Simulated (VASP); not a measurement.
Write the native input for VASP 6.6.1 that does the following.

| Item | Value |
| --- | --- |
| Task | single point |
| Functional | PBE |
| Potentials or basis | VASP PAW PBE potentials, release 64 (Rb_sv, Br) |
| Cutoff | 520 eV |
| k mesh | 8 × 8 × 8 |
| Occupations | gaussian, width 0.05 eV |
| Spin | no spin polarisation |
| Dipole correction | no |
| Further INCAR settings | ALGO = Normal; EDIFF = 1e-07; NBANDS = 15 |

The structure of RbBr lies in POSCAR:

```
RbBr
1.0
    0.0000000000      3.5545106193      3.5545106193
    3.5545106193      0.0000000000      3.5545106193
    3.5545106193      3.5545106193      0.0000000000
Rb Br
1 1
Direct
    0.5000000000      0.5000000000      0.5000000000
    0.0000000000      0.0000000000      0.0000000000
```

This cell differs from its parent crystal: volume scaled by 1.040.

These files were run (other wordings do the same):

INCAR

```
PREC = Accurate
ENCUT = 520
EDIFF = 1E-7
ISMEAR = 0
SIGMA = 0.05
LREAL = F
LASPH = T
NELM = 100
ALGO = Normal
ISIF = 2
LWAVE = F
LCHARG = F
GGA = PE
NBANDS = 15
```

KPOINTS

```
regular mesh
0
Gamma
  8 8 8
```

Potentials or basis: VASP PAW PBE potentials, release 64 (Rb_sv, Br).

The run is started by

```sh
$ cat potpaw_PBE.64/Rb_sv/POTCAR potpaw_PBE.64/Br/POTCAR > POTCAR
$ mpirun -np 1 vasp_std > vasp.out
```

Results of the run:

```json
{
 "Pressure": "-0.4 GPa",
 "Band gap on the k mesh": "4.10 eV, direct"
}
```

Wall time 50 s on 1 thread of AMD EPYC 7R43 64-Core Processor (Zen 3) (shared host), peak memory 0.2 GiB.
